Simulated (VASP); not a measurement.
Runs of VASP 6.6.1 on ZrB2. The structure is that of space group P6/mmm (No. 191), or close to it. The cells are those of the table. 

```tsv
cell	gap on the mesh (eV)	pressure (GPa)
a = 3.123, b = 3.123, c = 3.448 Å, angles 90.0, 90.0, 120.0°, 3 atoms	none	10.2
a = 3.060, b = 3.060, c = 3.565 Å, angles 90.0, 90.0, 120.0°, 3 atoms	none	(b)
a = 3.123, b = 3.123, c = 3.331 Å, angles 90.0, 90.0, 120.0°, 3 atoms	none	20.7
a = 3.060, b = 3.060, c = 3.507 Å, angles 90.0, 90.0, 120.0°, 3 atoms	none	18.0
a = 3.060, b = 3.060, c = 3.448 Å, angles 90.0, 90.0, 120.0°, 3 atoms	none	(c)
a = 3.155, b = 3.155, c = 3.331 Å, angles 90.0, 90.0, 120.0°, 3 atoms	none	(a)
a = 3.092, b = 3.092, c = 3.448 Å, angles 90.0, 90.0, 120.0°, 3 atoms	none	16.5
a = 3.092, b = 3.092, c = 3.390 Å, angles 90.0, 90.0, 120.0°, 3 atoms	none	21.8
```

Alike in all rows: task single point; level PBEsol; potentials or basis VASP PAW PBE potentials, release 64 (Zr_sv, B); no spin polarisation; k mesh 15 × 15 × 12; cutoff (eV) 520; smearing gaussian 0.15 eV.

Task: Estimate the missing entries.

Result: (a) 14.2; (b) 13.3; (c) 23.3.

Caveats: the PAW data sets were made with another functional, which shifts forces and pressure a little.

A k mesh can miss the band edges, and the runs leave out spin-orbit coupling on Zr.

A gap of «none» marks levels without a gap at the run's occupations.
